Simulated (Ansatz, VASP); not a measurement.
## One calculation of Ba, two programs

```
CELL_PARAMETERS angstrom
4.68118 0.00000 0.00000
-2.34059 4.05402 0.00000
0.00000 0.00000 15.27943
ATOMIC_POSITIONS crystal
Ba 0.00000 0.00000 0.00000
Ba 0.00000 0.00000 0.50000
Ba 0.33333 0.66667 0.25000
Ba 0.66667 0.33333 0.75000
```

Alike in both runs: task single point; functional BLYP; k mesh 9 × 9 × 3; occupations fermi-dirac, width 0.1 eV; no spin polarisation.

```csv
,VASP,Ansatz
version,VASP 6.6.1,Ansatz 0.2.0
potentials or method,"VASP PAW PBE potentials, release 64 (Ba_sv), cutoff 520 eV","plane waves (420 eV) with PAW, scalar-relativistic"
valence electrons in the cell,40,40
```

|  | VASP | Ansatz | Ansatz less VASP |
| --- | --- | --- | --- |
| pressure (GPa) | -0.5 | -0.5 | -0.02 |

VASP's potentials were made for PBE, not for BLYP.

Spin-orbit coupling is off throughout.
